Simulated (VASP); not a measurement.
# C (Cmmm) in VASP: a series of runs, part 2 of 2

VASP 6.6.1.

## 3. Single point, PBE

This run uses another cell than the first one, of 21.42 Å³/atom, 1.746 times its volume.

The input, INCAR:

```
PREC = Accurate
ENCUT = 520
EDIFF = 1E-6
ISMEAR = 0
SIGMA = 0.1
LREAL = False
LASPH = True
NELM = 60
ALGO = Normal
ISIF = 2
LWAVE = False
LCHARG = True
GGA = PE
LELF = True
LVHAR = True
NBANDS = 8
```

The input, KPOINTS:

```
regular mesh
0
Gamma
  14 14 42
```

The input, POSCAR:

```
C
1.0
    2.2026838327     -3.7918703098      0.0000000000
    2.2026838327      3.7918703098      0.0000000000
    0.0000000000      0.0000000000      1.2822923790
C
1
Direct
    0.0000000000      0.0000000000      0.0000000000
```

Potentials or basis: VASP PAW PBE potentials, release 64 (C).

Launch:

```bash
$ cat potpaw_PBE.64/C/POTCAR > POTCAR
$ mpirun -np 1 vasp_std > vasp.out
```

OUTCAR:

```text
PREC = Accurate
   ENCUT = 520
   EDIFF = 1E-6
   ISMEAR = 0
   LREAL = False
   LASPH = True
   NELM = 60
   ISIF = 2
   GGA = PE

 ion  position               nearest neighbor table
   1  0.000  0.000  0.000-

  LATTYP: Found a base centered orthorhombic cell.
 ALAT       =     4.4053676654
 B/A-ratio  =     1.7214773421
 C/A-ratio  =     0.2910749968

  Lattice vectors:

 A1 = (   2.2026838327,  -3.7918703098,   0.0000000000)
 A2 = (   2.2026838327,   3.7918703098,   0.0000000000)
 A3 = (   0.0000000000,   0.0000000000,   1.2822923790)

Analysis of symmetry for initial positions (statically):
=====================================================================
 Subroutine PRICEL returns:
 Original cell was already a primitive cell.

 Routine SETGRP: Setting up the symmetry group for a
 base centered orthorhombic supercell.

 Subroutine GETGRP returns: Found  8 space group operations
 (whereof  8 operations were pure point group operations)
 out of a pool of  8 trial point group operations.

The static configuration has the point symmetry D_2h.

Analysis of symmetry for dynamics (positions and initial velocities):
=====================================================================
 Subroutine PRICEL returns:
 Original cell was already a primitive cell.

 Routine SETGRP: Setting up the symmetry group for a
 base centered orthorhombic supercell.

 Subroutine GETGRP returns: Found  8 space group operations
 (whereof  8 operations were pure point group operations)
 out of a pool of  8 trial point group operations.

The dynamic configuration has the point symmetry D_2h.

 Subroutine INISYM returns: Found  8 space group operations
 (whereof  8 operations are pure point group operations),
 and found     1 'primitive' translations

----------------------------------------------------------------------------------------

                                     Primitive cell

  volume of cell :      21.4202

  direct lattice vectors                    reciprocal lattice vectors
     2.202683833 -3.791870310  0.000000000     0.226995810 -0.131861050  0.000000000
     2.202683833  3.791870310  0.000000000     0.226995810  0.131861050  0.000000000
     0.000000000  0.000000000  1.282292379     0.000000000  0.000000000  0.779853344

  length of vectors
     4.385213394  4.385213394  1.282292379     0.262515588  0.262515588  0.779853344

  position of ions in fractional coordinates (direct lattice)
     0.000000000  0.000000000  0.000000000

  ion indices of the primitive-cell ions
   primitive index   ion index
                 1           1

----------------------------------------------------------------------------------------

 KPOINTS: regular mesh

Automatic generation of k-mesh.
 Grid dimensions read from file:
 generate k-points for:   14   14   42

 Generating k-lattice:

  Cartesian coordinates                     Fractional coordinates (reciprocal lattice)
     0.016213986 -0.009418646  0.000000000     0.071428571 -0.000000000  0.000000000
     0.016213986  0.009418646  0.000000000    -0.000000000  0.071428571  0.000000000
     0.000000000  0.000000000  0.018567937     0.000000000  0.000000000  0.023809524

  Length of vectors
     0.018751113  0.018751113  0.018567937

  Shift w.r.t. Gamma in fractional coordinates (k-lattice)
     0.000000000  0.000000000  0.000000000

 Subroutine IBZKPT returns following result:
 ===========================================

 Found   1254 irreducible k-points:

 Following reciprocal coordinates:
            Coordinates               Weight
  0.000000  0.000000  0.000000      1.000000
  0.071429 -0.000000  0.000000      4.000000
  0.142857 -0.000000  0.000000      4.000000
  0.214286 -0.000000  0.000000      4.000000
  0.285714 -0.000000  0.000000      4.000000
  0.357143 -0.000000  0.000000      4.000000
[... 16 lines left out ...]
  0.214286  0.142857  0.000000      4.000000
  0.285714  0.142857  0.000000      4.000000
 [... further k-points ...]
   k-points           NKPTS =   1254   k-points in BZ     NKDIM =   1254   number of bands    NBANDS=      8
   number of dos      NEDOS =    301   number of ions     NIONS =      1
   total plane-waves  NPLWV =  12960
   dimension x,y,z NGX =    36 NGY =   36 NGZ =   10
   dimension x,y,z NGXF=    72 NGYF=   72 NGZF=   20
   ions per type =               1
   NGX,Y,Z   is equivalent  to a cutoff of  13.65, 13.65, 12.96 a.u.
   NGXF,Y,Z  is equivalent  to a cutoff of  27.30, 27.30, 25.93 a.u.
 SYSTEM =  unknown system
   PREC   = accura    normal or accurate (medium, high low for compatibility)
   ISTART =      0    job   : 0-new  1-cont  2-samecut
   ICHARG =      2    charge: 1-file 2-atom 10-const
   ISPIN  =      1    spin polarized calculation?
   LNONCOLLINEAR =      F non collinear calculations
   LSORBIT =      F    spin-orbit coupling
   LASPH  =      T    aspherical Exc in radial PAW
   ENCUT  =  520.0 eV  38.22 Ry    6.18 a.u.   8.15  8.15  2.38*2*pi/ulx,y,z
   NELM   =     60;   NELMIN=  2; NELMDL= -5     # of ELM steps
   EDIFF  = 0.1E-05   stopping-criterion for ELM
   LREAL  =      F    real-space projection
   EDIFFG = 0.1E-04   stopping-criterion for IOM
   NSW    =      0    number of steps for IOM
   IBRION =     -1    ionic relax: 0-MD 1-quasi-New 2-CG
   NFREE  =      0    steps in history (QN), initial steepest desc. (CG)
   ISIF   =      2    stress and relaxation
   ISYM   =      2    0-nonsym 1-usesym 2-fastsym
   POTIM  = 0.5000    time-step for ionic-motion
   TEBEG  =    0.0;   TEEND  =   0.0 temperature during run
   PSTRESS=    0.0 pullay stress
   NELECT =       4.0000    total number of electrons
   NUPDOWN=      -1.0000    fix difference up-down
   EMIN   =  10.00;   EMAX   =-10.00  energy-range for DOS
   EFERMI =   0.00;   METHOD = LEGACY
   ISMEAR =     0;   SIGMA  =   0.10  broadening in eV -4-tet -1-fermi 0-gaus
   EFERMI_NEDOS =   21; number of points for ismear=-14 and -15
   IALGO  =     38    algorithm
   IMIX   =      4    mixing-type and parameters
     AMIX     =   0.40;   BMIX     =  1.00
     AMIX_MAG =   1.60;   BMIX_MAG =  1.00
  volume/ion in A,a.u.               =      21.42       144.55
  Fermi-wavevector in a.u.,A,eV,Ry     =   0.935737  1.768287 11.913319  0.875604
  Thomas-Fermi vector in A             =   2.062675
   LORBIT       =      0    0 simple, 1 ext, 2 COOP (PROOUT), +10 PAW based schemes
   GGA     = PE    functional components
   LHFCALC =     F    Hartree Fock is set to
   AEXX    =    0.0000 exact exchange contribution
   IVDW    =     0    specifies the selected vdW correction
   LEPSILON=     F    determine dielectric tensor
   LRPA    =     F    only Hartree local field effects (RPA)
 non-spin polarized calculation
 Gauss-broadening in eV      SIGMA  =   0.10
  energy-cutoff  :      520.00
  volume of cell :       21.42
 maximum number of plane-waves:       605
 NGX is ok and might be reduce to    36
   NGX = 17   NGY = 17   NGZ =  5

 number of electron       4.0000000 magnetization

 Free energy of the ion-electron system (eV)
  ---------------------------------------------------
  ext. energy  EPLUGINS =         0.00000000
  ---------------------------------------------------
  free energy    TOTEN  =        -8.26193909 eV

  energy without entropy =       -8.26193904  energy(sigma->0) =       -8.26193906

 E-fermi :  -1.4452     XC(G=0):  -6.2914

 val. band max:       -1.7456649102   @ k =   0.0000   0.0000   0.2381
 cond. band min:      -1.1450973367   @ k =   0.5000   0.5000   0.2619
 fundamental gap:      0.6005675736
 Fermi energy:        -1.4451879325

 k-point     1 :       0.0000    0.0000    0.0000
  band No.  band energies     occupation
      1     -17.7391      2.00000
      2      -6.5577      2.00000
      3      -6.5535      2.00000
      4       2.3890      0.00000
      5       8.4237      0.00000
      6       8.4916      0.00000
      7      10.7803      0.00000
      8      16.3797      0.00000
[... 243 lines left out ...]
 k-point    24 :       0.2857    0.1429    0.0000
  band No.  band energies     occupation
      1     -17.6952      2.00000
      2      -6.9012      2.00000
      3      -6.6760      2.00000
      4       4.3055      0.00000
      5       5.9730      0.00000
      6       9.8325      0.00000
      7      12.3317      0.00000
      8      14.5300      0.00000

 [... further k-points ...]

------------------------ aborting loop because EDIFF is reached ----------------------------------------

  FORCE on cell =-STRESS in cart. coord.  units (eV):
  Direction    XX          YY          ZZ          XY          YZ          ZX
  --------------------------------------------------------------------------------------
  -------------------------------------------------------------------------------------
  Total        0.0009225      0.0015184     -0.0366256      0.0000000      0.0000000      0.0000000
  in kB        0.0690005      0.1135743     -2.7395077      0.0000000      0.0000000      0.0000000
  external PRESSURE =      -0.8523110 kB  Pullay stress =       0.0000000 kB

 VOLUME and BASIS-vectors are now :
 -----------------------------------------------------------------------------
  energy-cutoff  :      520.00
  volume of cell :       21.42
      direct lattice vectors                 reciprocal lattice vectors
     2.202683833 -3.791870310  0.000000000     0.226995810 -0.131861050  0.000000000
     2.202683833  3.791870310  0.000000000     0.226995810  0.131861050  0.000000000
     0.000000000  0.000000000  1.282292379     0.000000000  0.000000000  0.779853344

 POSITION                                       TOTAL-FORCE (eV/Angst)
 -----------------------------------------------------------------------------------
      0.00000      0.00000      0.00000         0.000000     -0.000000      0.000000
 -----------------------------------------------------------------------------------
    total drift:                                0.000000     -0.000000      0.000000

  FREE ENERGIE OF THE ION-ELECTRON SYSTEM (eV)
  ---------------------------------------------------
  free  energy   TOTEN  =        -8.2619390891 eV

  energy  without entropy=       -8.2619390403  energy(sigma->0) =       -8.26193906
```

Wall time 2.1 min (1 thread of Intel Xeon Platinum 8375C at 2.90GHz (Ice Lake), shared host); peak memory 0.28 GiB.

Results:

* Free energy: -8.2619 eV
* Pressure: -0.1 GPa
* Band gap on the k mesh: zero (band 2 reaches 7.71 eV, above the bottom of band 3 at -6.82 eV)

## 4. Single point, PBE

This run uses another cell than the first one, of 21.42 Å³/atom, 1.746 times its volume.

The input, INCAR:

```
PREC = Accurate ; ENCUT = 520
EDIFF = 1E-6 ; ISMEAR = 0
SIGMA = 0.1 ; LREAL = F
LASPH = T ; NELM = 60
ALGO = Normal ; ISIF = 2
LWAVE = F ; LCHARG = T
GGA = PE ; LELF = T
LVHAR = T ; NBANDS = 8
```

The input, KPOINTS:

```
regular mesh
0
Gamma
  20 20 42
```

POSCAR is that of step 3.

Launch:

```bash
$ cat potpaw_PBE.64/C/POTCAR > POTCAR
$ mpirun -np 1 vasp_std > vasp.out
```

Wall time 4.1 min (1 thread of Intel Xeon Platinum 8375C at 2.90GHz (Ice Lake), shared host); peak memory 0.44 GiB.

It converged, with:

* Free energy: -8.2619 eV
* Pressure: -0.1 GPa
* Band gap on the k mesh: zero (band 2 reaches 7.71 eV, above the bottom of band 3 at -6.83 eV)

Stress tensor (GPa, compression positive):
```
 0.01  0.00  0.00
 0.00  0.01  0.00
 0.00  0.00 -0.27
```

Levels at points of the mesh, in eV from the Fermi level:
```tsv
k point	band 1	band 2	band 3	band 4	band 5
(0.00, 0.00, 0.00)	-16.29	-5.11	-5.11	3.83	9.87
(0.50, 0.00, 0.00)	-16.24	-5.54	-5.20	6.19	7.02
(0.50, 0.50, 0.00)	-16.24	-5.54	-5.21	6.18	7.05
(0.00, 0.00, 0.50)	-9.04	8.54	11.23	11.23	23.67
(0.50, 0.00, 0.50)	-9.03	8.62	11.12	11.21	22.08
(0.50, 0.50, 0.50)	-9.03	8.62	11.12	11.21	22.08
```

## 5. Relaxation of cell and atoms, PBE

This run uses another cell than the first one, of 21.42 Å³/atom, 1.746 times its volume.

The input, INCAR:

```
  PREC = Accurate
  ENCUT = 600
  EDIFF = 1E-6
  ISMEAR = 0
  SIGMA = 0.1
  LREAL = F
  LASPH = T
  NELM = 80
  ALGO = Normal
  ISIF = 3
  LWAVE = F
  LCHARG = F
  GGA = PE
  IBRION = 2
  NSW = 100
  EDIFFG = -0.01
```

The input, KPOINTS:

```
regular mesh
0
Gamma
  14 14 42
```

POSCAR is that of step 4.

Launch:

```bash
$ cat potpaw_PBE.64/C/POTCAR > POTCAR
$ mpirun -np 1 vasp_std > vasp.out
```

Run time: 11 min. Hardware: 1 thread of Intel Xeon Platinum 8375C at 2.90GHz (Ice Lake), shared host; peak memory 0.29 GiB.

The run converged. Its results:

```
Free energy                            : -8.2641 eV
Relaxed volume                         : 20.05 Å³/atom
Relaxed cell                           : a = 4.246 Å, b = 4.246 Å, c = 1.281 Å, α = 90.00°, β = 90.00°, γ = 119.77°
Space group after relaxing (to 0.05 Å) : P6/mmm (No. 191)
Energy gained by relaxing              : 0.6 meV/atom
Ionic steps                            : 23
Pressure after relaxing                : 0.0 GPa
Band gap on the k mesh                 : zero (band 2 reaches 8.01 eV, above the bottom of band 3 at -6.59 eV)
```

Stress tensor (GPa, compression positive):
```
-0.03  0.00  0.00
 0.00 -0.02  0.00
 0.00  0.00  0.07
```

Step by step:
```tsv
step	energy change (eV)	largest force (eV/Å)	pressure (GPa)	volume (Å³)
1	0.0000	0.0000	-0.22	21.42
2	0.0004	0.0000	0.77	21.33
3	0.0000	0.0000	-0.06	21.40
4	0.0000	0.0000	-0.04	21.38
5	-0.0001	0.0000	0.01	21.30
6	-0.0002	0.0000	0.09	21.15
7	-0.0003	0.0000	0.22	20.85
8	-0.0003	0.0000	0.57	20.26
9	-0.0003	0.0000	0.56	20.25
10	-0.0003	0.0000	0.57	20.25
11	-0.0003	0.0000	0.56	20.24
12	-0.0004	0.0000	0.56	20.22
13	-0.0004	0.0000	0.55	20.18
14	-0.0004	0.0000	0.53	20.10
15	-0.0005	0.0000	0.49	19.94
16	-0.0005	0.0000	0.41	19.96
17	-0.0006	0.0000	0.28	20.00
18	-0.0006	0.0000	0.01	20.08
19	-0.0006	0.0000	0.03	20.08
20	-0.0006	0.0000	0.04	20.08
21	-0.0006	0.0000	0.00	20.08
22	-0.0006	0.0000	0.02	20.07
23	-0.0006	0.0000	0.01	20.05
```

Final structure:
```yaml
crystal:
  lattice:
    - [2.13022, -3.67287, 0.00000]
    - [2.13022, 3.67287, 0.00000]
    - [0.00000, 0.00000, 1.28141]
  atoms:
    - { symbol: C, position: [0.00000, 0.00000, 0.00000] }
```

Levels at points of the mesh, in eV from the Fermi level:
```csv
k point,band 1,band 2,band 3,band 4,band 5,band 6
"(0.00, 0.00, 0.00)",-16.31,-5.07,-5.06,3.93,10.20,10.25
"(0.50, 0.00, 0.00)",-16.24,-5.61,-5.18,6.34,7.39,13.24
"(0.50, 0.50, 0.00)",-16.24,-5.61,-5.19,6.33,7.41,13.20
"(0.00, 0.00, 0.50)",-9.04,8.55,11.27,11.28,23.85,23.86
"(0.50, 0.00, 0.50)",-9.04,8.67,11.13,11.24,21.99,23.46
"(0.50, 0.50, 0.50)",-9.04,8.67,11.13,11.24,21.99,23.44
```

## 6. The runs side by side

```csv
task,spin,cell,k mesh,cutoff (eV),gap on the mesh (eV),pressure (GPa)
single point,"collinear, ferromagnetic start","a = 3.308, b = 3.308, c = 1.286 Å, angles 90.0, 90.0, 119.3°, 1 atom",6 × 6 × 12,520,none,0.0
single point,off,"a = 4.385, b = 4.385, c = 1.282 Å, angles 90.0, 90.0, 119.7°, 1 atom",14 × 14 × 42,520,none,-0.1
single point,off,"a = 4.385, b = 4.385, c = 1.282 Å, angles 90.0, 90.0, 119.7°, 1 atom",20 × 20 × 42,520,none,-0.1
relaxation of cell and atoms,off,"relaxed from a = 4.385, b = 4.385, c = 1.282 Å, angles 90.0, 90.0, 119.7°, 1 atom",14 × 14 × 42,600,none,0.0
```

Alike in all rows: level PBE; potentials or basis VASP PAW PBE potentials, release 64 (C); smearing gaussian 0.1 eV.

Caveats: some runs use coarse meshes.

Total energies depend on the potentials used, so only differences within one code and one set of settings carry meaning.
